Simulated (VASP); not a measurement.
# Pt (I4/mmm) in VASP: notebook

The runs below take Pt through single point, with PBEsol.

All numbers are computed with VASP 6.6.1; they aren't measurements. Logs are shortened: lines on timing, memory, paths and dates and some standing lists are left out, and cuts for length are marked.

**1. The cell of the first run**

The structure is tetragonal, space group I4/mmm (No. 139). Conventional cell: a = 2.769 Å, b = 2.769 Å, c = 4.033 Å, α = 90.00°, β = 90.00°, γ = 90.00°. Within 3.6 Å of Pt (site symmetry 4/mmm) lie 12 Pt at 2.77 to 2.81 Å.

**2. Single point, PBEsol (strain +0.000 along x and y, +0.030 along z)**

INCAR

```
PREC = Accurate
ENCUT = 520
EDIFF = 1E-6
ISMEAR = 0
SIGMA = 0.15
LREAL = F
LASPH = T
NELM = 80
ALGO = Normal
ISIF = 2
LWAVE = F
LCHARG = F
GGA = PS
NBANDS = 11
```

KPOINTS

```
Automatic mesh
0
Gamma
  20 20 20
```

POSCAR

```
Pt
1.0
    0.0000000000      1.9579000000      2.0166370000
    1.9579000000      0.0000000000      2.0166370000
    1.9579000000      1.9579000000      0.0000000000
Pt
1
Direct
    0.0000000000      0.0000000000      0.0000000000
```

Potentials or basis: VASP PAW PBE potentials, release 64 (Pt).

The run is started by

```
> cat potpaw_PBE.64/Pt/POTCAR > POTCAR
> mpirun -np 1 vasp_std > vasp.out
```

OUTCAR:

```text
PREC = Accurate
   ENCUT = 520
   EDIFF = 1E-6
   ISMEAR = 0
   LREAL = F
   LASPH = T
   NELM = 80
   ISIF = 2
   GGA = PS

 ion  position               nearest neighbor table
   1  0.000  0.000  0.000-

  LATTYP: Found a body centered tetragonal cell.
 ALAT       =     2.7688887338
 C/A-ratio  =     1.4566399692

  Lattice vectors:

 A1 = (  -1.9579000000,   0.0000000000,   2.0166370000)
 A2 = (   1.9579000000,   0.0000000000,   2.0166370000)
 A3 = (   0.0000000000,   1.9579000000,  -2.0166370000)

Analysis of symmetry for initial positions (statically):
=====================================================================
 Subroutine PRICEL returns:
 Original cell was already a primitive cell.

 Routine SETGRP: Setting up the symmetry group for a
 body centered tetragonal supercell.

 Subroutine GETGRP returns: Found 16 space group operations
 (whereof 16 operations were pure point group operations)
 out of a pool of 16 trial point group operations.

The static configuration has the point symmetry D_4h.

Analysis of symmetry for dynamics (positions and initial velocities):
=====================================================================
 Subroutine PRICEL returns:
 Original cell was already a primitive cell.

 Routine SETGRP: Setting up the symmetry group for a
 body centered tetragonal supercell.

 Subroutine GETGRP returns: Found 16 space group operations
 (whereof 16 operations were pure point group operations)
 out of a pool of 16 trial point group operations.

The dynamic configuration has the point symmetry D_4h.

 Subroutine INISYM returns: Found 16 space group operations
 (whereof 16 operations are pure point group operations),
 and found     1 'primitive' translations

----------------------------------------------------------------------------------------

                                     Primitive cell

  volume of cell :      15.4610

  direct lattice vectors                    reciprocal lattice vectors
     0.000000000  1.957900000  2.016637000    -0.255375658  0.255375658  0.247937532
     1.957900000  0.000000000  2.016637000     0.255375658 -0.255375658  0.247937532
     1.957900000  1.957900000  0.000000000     0.255375658  0.255375658 -0.247937532

  length of vectors
     2.810728945  2.810728945  2.768888734     0.438071310  0.438071310  0.438071310

  position of ions in fractional coordinates (direct lattice)
     0.000000000  0.000000000  0.000000000

  ion indices of the primitive-cell ions
[... 75 lines left out ...]
   LREAL  =      F    real-space projection
   EDIFFG = 0.1E-04   stopping-criterion for IOM
   NSW    =      0    number of steps for IOM
   IBRION =     -1    ionic relax: 0-MD 1-quasi-New 2-CG
   NFREE  =      0    steps in history (QN), initial steepest desc. (CG)
   ISIF   =      2    stress and relaxation
   ISYM   =      2    0-nonsym 1-usesym 2-fastsym
   POTIM  = 0.5000    time-step for ionic-motion
   TEBEG  =    0.0;   TEEND  =   0.0 temperature during run
   PSTRESS=    0.0 pullay stress
   NELECT =      10.0000    total number of electrons
   NUPDOWN=      -1.0000    fix difference up-down
   EMIN   =  10.00;   EMAX   =-10.00  energy-range for DOS
   EFERMI =   0.00;   METHOD = LEGACY
   ISMEAR =     0;   SIGMA  =   0.15  broadening in eV -4-tet -1-fermi 0-gaus
   EFERMI_NEDOS =   21; number of points for ismear=-14 and -15
   IALGO  =     38    algorithm
   IMIX   =      4    mixing-type and parameters
     AMIX     =   0.40;   BMIX     =  1.00
     AMIX_MAG =   1.60;   BMIX_MAG =  1.00
  volume/ion in A,a.u.               =      15.46       104.34
  Fermi-wavevector in a.u.,A,eV,Ry     =   1.415778  2.675433 27.271901  2.004428
  Thomas-Fermi vector in A             =   2.537181
   LORBIT       =      0    0 simple, 1 ext, 2 COOP (PROOUT), +10 PAW based schemes
   GGA     = PS    functional components
   LHFCALC =     F    Hartree Fock is set to
   AEXX    =    0.0000 exact exchange contribution
   IVDW    =     0    specifies the selected vdW correction
   LEPSILON=     F    determine dielectric tensor
   LRPA    =     F    only Hartree local field effects (RPA)
 non-spin polarized calculation
 Gauss-broadening in eV      SIGMA  =   0.15
  energy-cutoff  :      520.00
  volume of cell :       15.46
 maximum number of plane-waves:       432
 NGX is ok and might be reduce to    24
   NGX = 11   NGY = 11   NGZ = 11

 number of electron      10.0000001 magnetization

 Free energy of the ion-electron system (eV)
  ---------------------------------------------------
  ext. energy  EPLUGINS =         0.00000000
  ---------------------------------------------------
  free energy    TOTEN  =        -6.96103355 eV

  energy without entropy =       -6.94038686  energy(sigma->0) =       -6.95071021

 E-fermi :  10.6252     XC(G=0): -13.4806

 val. band max:       10.6231967073   @ k =   0.5000   0.0500   0.1500
 cond. band min:      10.6257511797   @ k =  -0.3000   0.4000   0.2500
 fundamental gap:      0.0025544725
 Fermi energy:        10.6251969366

 k-point     1 :       0.0000    0.0000    0.0000
  band No.  band energies     occupation
      1       0.6060      2.00000
      2       6.7451      2.00000
      3       7.0898      2.00000
      4       7.0898      2.00000
      5       8.8554      2.00000
      6       9.2579      2.00000
      7      25.3272      0.00000
      8      29.6521      0.00000
      9      30.3734      0.00000
     10      30.3734      0.00000
     11      35.3576      0.00000
[... 309 lines left out ...]
 k-point    24 :      -0.3500    0.0500    0.0000
  band No.  band energies     occupation
      1       3.5203      2.00000
      2       6.8910      2.00000
      3       7.2945      2.00000
      4       7.8537      2.00000
      5       9.8557      2.00000
      6      10.5551      1.49157
      7      19.4631      0.00000
      8      25.6714      0.00000
      9      29.7392      0.00000
     10      31.7146      0.00000
     11      35.4964      0.00000

 [... further k-points ...]
[... 5 lines left out ...]
  --------------------------------------------------------------------------------------
  -------------------------------------------------------------------------------------
  Total       -0.6386094     -0.6386094     -0.9332854      0.0000000      0.0000000      0.0000000
  in kB      -66.1770092    -66.1770092    -96.7133265      0.0000000      0.0000000      0.0000000
  external PRESSURE =     -76.3557816 kB  Pullay stress =       0.0000000 kB

 VOLUME and BASIS-vectors are now :
 -----------------------------------------------------------------------------
  energy-cutoff  :      520.00
  volume of cell :       15.46
      direct lattice vectors                 reciprocal lattice vectors
     0.000000000  1.957900000  2.016637000    -0.255375658  0.255375658  0.247937532
     1.957900000  0.000000000  2.016637000     0.255375658 -0.255375658  0.247937532
     1.957900000  1.957900000  0.000000000     0.255375658  0.255375658 -0.247937532

 POSITION                                       TOTAL-FORCE (eV/Angst)
 -----------------------------------------------------------------------------------
      0.00000      0.00000      0.00000         0.000000      0.000000      0.000000
 -----------------------------------------------------------------------------------
    total drift:                               -0.000000      0.000000     -0.000000

  FREE ENERGIE OF THE ION-ELECTRON SYSTEM (eV)
  ---------------------------------------------------
  free  energy   TOTEN  =        -6.9610335546 eV

  energy  without entropy=       -6.9403868557  energy(sigma->0) =       -6.95071021
```

OSZICAR:

```text
N       E                     dE             d eps       ncg     rms          rms(c)
DAV:   1     0.391407820173E+02    0.39141E+02   -0.53273E+03 14369   0.842E+02
DAV:   2    -0.679756692323E+01   -0.45938E+02   -0.43938E+02 16098   0.176E+02
DAV:   3    -0.741621429386E+01   -0.61865E+00   -0.61478E+00 16453   0.196E+01
DAV:   4    -0.741859716749E+01   -0.23829E-02   -0.23827E-02 16165   0.143E+00
DAV:   5    -0.741861622977E+01   -0.19062E-04   -0.19064E-04 16486   0.119E-01    0.124E+01
DAV:   6    -0.700579028864E+01    0.41283E+00   -0.10013E+00 15065   0.781E+00    0.629E+00
DAV:   7    -0.696509307481E+01    0.40697E-01   -0.14683E-01 16397   0.288E+00    0.253E+00
DAV:   8    -0.696128020014E+01    0.38129E-02   -0.53583E-03 15317   0.666E-01    0.623E-01
DAV:   9    -0.696102968243E+01    0.25052E-03   -0.17067E-04 15629   0.120E-01    0.306E-02
DAV:  10    -0.696103342659E+01   -0.37442E-05   -0.33782E-06 17229   0.128E-02    0.564E-03
DAV:  11    -0.696103355461E+01   -0.12802E-06   -0.50183E-08  8422   0.211E-03
   1 F= -.69610336E+01 E0= -.69507102E+01  d E =-.206467E-01
```

Run time: 61 s. Hardware: 1 thread of Intel Xeon Platinum 8259CL at 2.50GHz (Skylake/Cascade Lake), shared host; peak memory 0.23 GiB.

What came out:

```yaml
Free_energy: -6.9610 eV
Pressure: -7.6 GPa
Band_gap_on_the_k_mesh: zero (band 5 reaches 11.24 eV, above the bottom of band 6 at 8.99 eV)
```

Levels at points of the mesh, in eV from the Fermi level:
| k point | band 2 | band 3 | band 4 | band 5 | band 6 | band 7 | band 8 | band 9 |
| --- | --- | --- | --- | --- | --- | --- | --- | --- |
| (0.00, 0.00, 0.00) | -3.88 | -3.54 | -3.54 | -1.77 | -1.37 | 14.70 | 19.03 | 19.75 |
| (0.50, 0.00, 0.00) | -3.87 | -3.54 | -0.45 | -0.04 | 0.12 | 5.62 | 14.21 | 18.51 |
| (0.50, 0.50, 0.00) | -6.40 | 0.04 | 0.45 | 0.45 | 1.39 | 8.07 | 11.61 | 11.61 |
| (0.50, 0.00, 0.50) | -6.38 | -0.01 | 0.33 | 0.62 | 1.95 | 8.82 | 11.00 | 11.17 |

Caveat: the cell differs from its parent crystal (strain +0.000 along x and y, +0.030 along z); the PAW data sets were made with another functional, which shifts forces and pressure a little; spin-orbit coupling is left out, which moves the levels of the heavy elements.

**3. Single point, PBEsol (strain +0.015 along x and y, +0.000 along z)**

INCAR

```
SYSTEM = Pt
PREC = Accurate
ENCUT = 520
EDIFF = 1E-6
ISMEAR = 0
SIGMA = 0.15
LREAL = .False.
LASPH = .True.
NELM = 80
ALGO = Normal
ISIF = 2
LWAVE = .False.
LCHARG = .True.
GGA = PS
LELF = .True.
LVHAR = .True.
NBANDS = 11
```

KPOINTS

```
regular mesh
0
Gamma
  20 20 20
  0 0 0
```

POSCAR

```
Pt
1.0
    0.0000000000      1.9872685000      1.9579000000
    1.9872685000      0.0000000000      1.9579000000
    1.9872685000      1.9872685000      0.0000000000
Pt
1
Direct
    0.0000000000      0.0000000000      0.0000000000
```

Potentials or basis: VASP PAW PBE potentials, release 64 (Pt).

The run is started by

```
> cat potpaw_PBE.64/Pt/POTCAR > POTCAR
> mpirun -np 1 vasp_std > vasp.out
```

Wall time 64 s (1 thread of Intel Xeon Platinum 8259CL at 2.50GHz (Skylake/Cascade Lake), shared host); peak memory 0.23 GiB.

The run converged. Its results:

- Free energy: -6.9631 eV
- Pressure: -7.8 GPa
- Band gap on the k mesh: zero (band 5 reaches 11.15 eV, above the bottom of band 6 at 9.02 eV)

Stress tensor (GPa, compression positive):
```
-8.19  0.00  0.00
 0.00 -8.19  0.00
 0.00  0.00 -6.91
```

Levels at points of the mesh, in eV from the Fermi level:
```tsv
k point	band 1	band 2	band 3	band 4	band 5	band 6	band 7	band 8	band 9	band 10
(0.00, 0.00, 0.00)	-10.02	-3.71	-3.71	-3.54	-1.67	-1.47	14.69	19.38	19.38	19.75
(0.50, 0.00, 0.00)	-7.11	-3.79	-3.63	-0.45	-0.01	0.08	5.61	14.22	18.61	18.92
(0.50, 0.50, 0.00)	-6.82	-6.39	0.00	0.47	0.47	1.94	8.81	11.07	11.07	19.64
(0.50, 0.00, 0.50)	-6.85	-6.39	0.01	0.39	0.53	1.66	8.43	11.29	11.39	19.86
```

Caveat: the cell differs from its parent crystal (strain +0.015 along x and y, +0.000 along z); the PAW data sets were made with another functional, which shifts forces and pressure a little; spin-orbit coupling is left out, which moves the levels of the heavy elements.

**4. Single point, PBEsol (strain +0.030 along x and y, -0.015 along z)**

INCAR

```
SYSTEM = Pt
PREC = Accurate ; ENCUT = 520
EDIFF = 1E-6 ; ISMEAR = 0
SIGMA = 0.15 ; LREAL = .FALSE.
LASPH = .TRUE. ; NELM = 100
ALGO = Normal ; ISIF = 2
LWAVE = .FALSE. ; LCHARG = .FALSE.
GGA = PS ; NBANDS = 11
```

KPOINTS

```
regular mesh
0
G
  20 20 20
  0 0 0
```

POSCAR

```
Pt
1.0
    0.0000000000      2.0166370000      1.9285315000
    2.0166370000      0.0000000000      1.9285315000
    2.0166370000      2.0166370000      0.0000000000
Pt
1
Direct
    0.0000000000      0.0000000000      0.0000000000
```

Potentials or basis: VASP PAW PBE potentials, release 64 (Pt).

The run is started by

```
> cat potpaw_PBE.64/Pt/POTCAR > POTCAR
> mpirun -np 1 vasp_std > vasp.out
```

OUTCAR:

```text
SYSTEM = Pt
   PREC = Accurate
   ENCUT = 520
   EDIFF = 1E-6
   ISMEAR = 0
   LREAL = .FALSE.
   LASPH = .TRUE.
   NELM = 100
   ISIF = 2
   GGA = PS

 ion  position               nearest neighbor table
   1  0.000  0.000  0.000-

  LATTYP: Found a body centered tetragonal cell.
 ALAT       =     2.8519553958
 C/A-ratio  =     1.3524275329

  Lattice vectors:

 A1 = (   0.0000000000,  -2.0166370000,  -1.9285315000)
 A2 = (   0.0000000000,   2.0166370000,  -1.9285315000)
 A3 = (   2.0166370000,   0.0000000000,   1.9285315000)

Analysis of symmetry for initial positions (statically):
=====================================================================
 Subroutine PRICEL returns:
 Original cell was already a primitive cell.

 Routine SETGRP: Setting up the symmetry group for a
 body centered tetragonal supercell.

 Subroutine GETGRP returns: Found 16 space group operations
 (whereof 16 operations were pure point group operations)
 out of a pool of 16 trial point group operations.

The static configuration has the point symmetry D_4h.

Analysis of symmetry for dynamics (positions and initial velocities):
[... 168 lines left out ...]
      2       6.6357      2.00000
      3       6.6357      2.00000
      4       7.1217      2.00000
      5       8.5370      2.00000
      6       9.0959      2.00000
      7      25.1119      0.00000
      8      29.4537      0.00000
      9      29.4537      0.00000
     10      30.5635      0.00000
     11      35.0193      0.00000
[... 309 lines left out ...]
 k-point    24 :      -0.3500    0.0500    0.0000
  band No.  band energies     occupation
      1       3.3836      2.00000
      2       6.7161      2.00000
      3       7.0918      2.00000
      4       7.6461      2.00000
      5       9.6612      2.00000
      6      10.1530      1.93800
      7      19.2205      0.00000
      8      25.4666      0.00000
      9      29.8638      0.00000
     10      30.7067      0.00000
     11      35.4863      0.00000

 [... further k-points ...]

------------------------ aborting loop because EDIFF is reached ----------------------------------------

  FORCE on cell =-STRESS in cart. coord.  units (eV):
  Direction    XX          YY          ZZ          XY          YZ          ZX
  --------------------------------------------------------------------------------------
  -------------------------------------------------------------------------------------
  Total       -1.1741067     -1.1741067     -0.8753014      0.0000000      0.0000000     -0.0000000
  in kB     -119.9239570   -119.9239570    -89.4038097      0.0000000      0.0000000     -0.0000000
  external PRESSURE =    -109.7505745 kB  Pullay stress =       0.0000000 kB

 VOLUME and BASIS-vectors are now :
 -----------------------------------------------------------------------------
  energy-cutoff  :      520.00
  volume of cell :       15.69
      direct lattice vectors                 reciprocal lattice vectors
     0.000000000  2.016637000  1.928531500    -0.247937532  0.247937532  0.259264627
     2.016637000  0.000000000  1.928531500     0.247937532 -0.247937532  0.259264627
     2.016637000  2.016637000  0.000000000     0.247937532  0.247937532 -0.259264627

 POSITION                                       TOTAL-FORCE (eV/Angst)
 -----------------------------------------------------------------------------------
      0.00000      0.00000      0.00000         0.000000      0.000000      0.000000
 -----------------------------------------------------------------------------------
    total drift:                               -0.000000      0.000000      0.000000

  FREE ENERGIE OF THE ION-ELECTRON SYSTEM (eV)
  ---------------------------------------------------
  free  energy   TOTEN  =        -6.9459115277 eV

  energy  without entropy=       -6.9251033783  energy(sigma->0) =       -6.93550745
```

It took 62 s on 1 thread of Intel Xeon Platinum 8259CL at 2.50GHz (Skylake/Cascade Lake), shared host; peak memory 0.23 GiB.

Results:

- Free energy: -6.9459 eV
- Pressure: -11.0 GPa
- Band gap on the k mesh: zero (band 5 reaches 10.98 eV, above the bottom of band 6 at 8.75 eV)

Levels at points of the mesh, in eV from the Fermi level:
```tsv
k point	band 1	band 2	band 3	band 4	band 5	band 6	band 7	band 8	band 9	band 10
(0.00, 0.00, 0.00)	-9.85	-3.72	-3.72	-3.23	-1.81	-1.26	14.76	19.10	19.10	20.21
(0.50, 0.00, 0.00)	-6.96	-3.86	-3.36	-0.38	-0.09	0.17	5.52	14.22	18.24	19.19
(0.50, 0.50, 0.00)	-6.63	-6.24	0.00	0.47	0.47	2.37	9.16	10.68	10.68	19.21
(0.50, 0.00, 0.50)	-6.70	-6.23	0.00	0.25	0.63	1.52	8.06	11.36	11.63	19.88
```

Caveat: the cell differs from its parent crystal (strain +0.030 along x and y, -0.015 along z); the PAW data sets were made with another functional, which shifts forces and pressure a little; spin-orbit coupling is left out, which moves the levels of the heavy elements.

**5. Summary**

| cell | gap on the mesh (eV) | pressure (GPa) |
| --- | --- | --- |
| a = 2.811, b = 2.811, c = 2.769 Å, angles 60.5, 60.5, 59.0°, 1 atom | none | -7.6 |
| a = 2.790, b = 2.790, c = 2.810 Å, angles 59.8, 59.8, 60.5°, 1 atom | none | -7.8 |
| a = 2.790, b = 2.790, c = 2.852 Å, angles 59.3, 59.3, 61.5°, 1 atom | none | -11.0 |

Alike in all rows: task single point; level PBEsol; potentials or basis VASP PAW PBE potentials, release 64 (Pt); no spin polarisation; k mesh 20 × 20 × 20; cutoff (eV) 520; smearing gaussian 0.15 eV.

Caveats: the PAW data sets were made with another functional, which shifts forces and pressure a little; spin-orbit coupling is left out, which moves the levels of the heavy elements.

Absolute energies hang on the potentials; compare differences alone.
